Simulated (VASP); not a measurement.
Runs of VASP 6.6.1 on BaTe. The structure is that of space group Fm-3m (No. 225), or close to it. The cells are those of the table. 

```csv
task,cell,k mesh,cutoff (eV),smearing,gap on the mesh (eV),pressure (GPa)
single point,"a = 4.909 Å, angles 60.0, 60.0, 90.0°, 2 atoms",10 × 10 × 10,520,fermi-dirac 0.1 eV,(d),0.4
single point,"a = 5.028 Å, angles 60.0, 60.0, 90.0°, 2 atoms",6 × 6 × 6,520,gaussian 0.01 eV,(a),-1.7
relaxation of cell and atoms,"relaxed to 10 GPa from a = 4.909 Å, angles 60.0, 60.0, 90.0°, 2 atoms",6 × 6 × 6,600,gaussian 0.01 eV,0.81,10.0
relaxation of cell and atoms,"relaxed to -2 GPa from a = 4.909 Å, angles 60.0, 60.0, 90.0°, 2 atoms",6 × 6 × 6,600,gaussian 0.01 eV,1.56,-2.0
single point,"a = 4.662 Å, angles 60.0, 60.0, 90.0°, 2 atoms",6 × 6 × 6,520,gaussian 0.01 eV,0.93,(c)
relaxation of cell and atoms,"relaxed to 4 GPa from a = 4.909 Å, angles 60.0, 60.0, 90.0°, 2 atoms",6 × 6 × 6,600,gaussian 0.01 eV,1.14,4.0
single point,"a = 4.821 Å, angles 60.0, 60.0, 90.0°, 2 atoms",6 × 6 × 6,520,gaussian 0.01 eV,1.23,(b)
relaxation of cell and atoms,"relaxed to 2 GPa from a = 4.909 Å, angles 60.0, 60.0, 90.0°, 2 atoms",6 × 6 × 6,600,gaussian 0.01 eV,1.26,2.0
```

Alike in all rows: level PBEsol; potentials or basis VASP PAW PBE potentials, release 64 (Ba_sv, Te); no spin polarisation.

Fill in the values left out.

(a) 1.53; (b) 2.4; (c) 7.7; (d) 1.37.

Caveats: the PAW data sets were made with another functional, which shifts forces and pressure a little; spin-orbit coupling is left out, which moves the levels of the heavy elements; the cell is relaxed towards a set pressure, so the enthalpy falls and the energy may rise (some runs).

A k mesh can miss the band edges, and the runs leave out spin-orbit coupling on Ba, Te.
